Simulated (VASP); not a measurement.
A run of VASP 6.6.1 is set up as follows.

File INCAR:

```
SYSTEM = SnSe
ALGO = Normal
EDIFF = 1E-8
ENCUT = 400
GGA = CA
GGA_COMPAT = .False.
ISIF = 2
ISMEAR = -1
LASPH = .True.
LCHARG = .False.
LEFG = .True.
LREAL = .False.
LWAVE = .False.
NBANDS = 17
NELM = 120
PREC = Accurate
SIGMA = 0.02
```

Contents of KPOINTS:

```
k-points
0
Gamma
  9 9 9
  0 0 0
```

File POSCAR:

```
SnSe
1.0
   -0.0301000000      2.9949500000      2.9949500000
    2.9949500000     -0.0301000000      2.9949500000
    2.9949500000      2.9949500000     -0.0301000000
Sn Se
1 1
Direct
    0.0000000000      0.0000000000      0.0000000000
    0.5000000000      0.5000000000      0.5000000000
```

Potentials or basis: VASP PAW LDA potentials, release 64 (Sn_d, Se).

The run is started by

```console
$ cat potpaw_LDA.64/Sn_d/POTCAR potpaw_LDA.64/Se/POTCAR > POTCAR
$ mpirun -np 1 vasp_std > vasp.out
```

Question: Estimate the pressure.

Answer: -3.2 GPa.

Question: What does it give for the band gap on the k mesh?

Answer: 0.47 eV, indirect (least direct gap 0.56 eV).

Electric field gradients, principal values (V/Å²):
```csv
atom,least,middle,greatest (by size)
1 Sn,-0.140,-0.140,0.279
2 Se,3.387,3.387,-6.773
```

Caveat: the cell differs from its parent crystal (equal xy, yz and zx shear strains of -1 %); without QUAD_EFG the Cq values of the log hold for a quadrupole moment of 1 mb, not for the nuclei; spin-orbit coupling is left out, which moves the levels of the heavy elements. A k mesh can miss the band edges.
